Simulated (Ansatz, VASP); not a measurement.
TiSi2 in VASP and in Ansatz

INCAR

```
SYSTEM = TiSi2
PREC = Accurate
ENCUT = 520
EDIFF = 1E-6
ISMEAR = -1
SIGMA = 0.05
LREAL = .False.
LASPH = .True.
NELM = 100
ALGO = Normal
ISIF = 2
LWAVE = .False.
LCHARG = .True.
GGA = PS
LELF = .True.
LVHAR = .True.
NBANDS = 29
```

KPOINTS

```
regular mesh
0
Gamma
  6 6 6
  0 0 0
```

File POSCAR:

```
TiSi2
1.0
    0.0000000000      4.1175163063      4.2628978354
    2.3895119538      0.0000000000      4.2628978354
    2.3895119538      4.1175163063      0.0000000000
Ti Si
2 4
Direct
    0.7500000000      0.7500000000      0.7500000000
    0.5000000000      0.5000000000      0.5000000000
    0.4125656100      0.0874343900      0.4125656100
    0.0874343900      0.4125656100      0.0874343900
    0.1625656100      0.8374343900      0.1625656100
    0.8374343900      0.1625656100      0.8374343900
```

File input.yaml:

```yaml
crystal:
  lattice:
    - [0.0, 4.1175163063, 4.2628978354]
    - [2.3895119538, 0.0, 4.2628978354]
    - [2.3895119538, 4.1175163063, 0.0]
  atoms:
    - { symbol: Ti, position: [0.75, 0.75, 0.75] }
    - { symbol: Ti, position: [0.5, 0.5, 0.5] }
    - { symbol: Si, position: [0.41256561, 0.08743439, 0.41256561] }
    - { symbol: Si, position: [0.08743439, 0.41256561, 0.08743439] }
    - { symbol: Si, position: [0.16256561, 0.83743439, 0.16256561] }
    - { symbol: Si, position: [0.83743439, 0.16256561, 0.83743439] }
hamiltonian:
  xc: pbesol
  pseudopotentials: { kind: paw }
kpoints:
  mp_grid: { grid: [6, 6, 6] }
scf:
  occupations: { method: fermi_dirac, width: 0.05 }
  n_extra_bands: 15
output:
  forces: true
  stress: true
  eigenvalues: true
  dos: { projected: false, de: 0.05, nscf_kmesh: { grid: [9, 9, 9] } }
```

Alike in both runs: functional PBEsol; k mesh 6 × 6 × 6; occupations fermi-dirac, width 0.05 eV; no spin polarisation.

```csv
,VASP,Ansatz
version,VASP 6.6.1,Ansatz 0.2.0
potentials or method,"VASP PAW PBE potentials, release 64 (Ti_sv, Si)",Ansatz PAW
plane-wave cutoff (eV),520,420
valence electrons in the cell,40,40
task,single point,density of states
```

|  | VASP | Ansatz | Ansatz less VASP |
| --- | --- | --- | --- |
| gap on the k mesh at the Fermi level (eV) | none | none | - |
| pressure (GPa) | -1.8 | -2.0 | -0.17 |
| traceless stress, the component that is largest in VASP (GPa) | -0.52 | -0.57 | -0.048 |
| rms of the force components (eV/Å) | 0.047 | 0.046 | -0.0004 |

VASP's potentials were made for PBE, not for PBEsol. Atom by atom the forces differ by 0.000 eV/Å (rms over components). A gap of «none» marks a metal or a gap that the smearing closes.
